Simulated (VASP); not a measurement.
A run of VASP 6.6.1:

The input INCAR:

```
  ALGO = Normal
  EDIFF = 1E-6
  ENCUT = 600
  GGA = PE
  GGA_COMPAT = F
  ISIF = 2
  ISMEAR = 0
  LASPH = T
  LCHARG = T
  LELF = T
  LREAL = F
  LVHAR = T
  LWAVE = F
  NBANDS = 11
  NELM = 120
  PREC = Accurate
  SIGMA = 0.02
```

File KPOINTS:

```
k-points
0
Gamma
  10 10 10
```

The input POSCAR:

```
MgO
1.0
    0.0000000000      2.1268586785      2.1268586785
    2.1268586785      0.0000000000      2.1268586785
    2.1268586785      2.1268586785      0.0000000000
Mg O
1 1
Direct
    0.0000000000      0.0000000000      0.0000000000
    0.5000000000      0.5000000000      0.5000000000
```

Potentials or basis: VASP PAW PBE potentials, release 64 (Mg, O).

Run with:

```bash
$ cat potpaw_PBE.64/Mg/POTCAR potpaw_PBE.64/O/POTCAR > POTCAR
$ mpirun -np 1 vasp_std > vasp.out
```

Hardware: 1 thread of Intel Xeon 8259CL, on a shared host.

Q: Estimate the wall time of this run.

A: Run time: 8.7 s on 1 thread of Intel Xeon 8259CL (shared host), peak memory 0.14 GiB. Counts: scf iterations 11, k points 47.
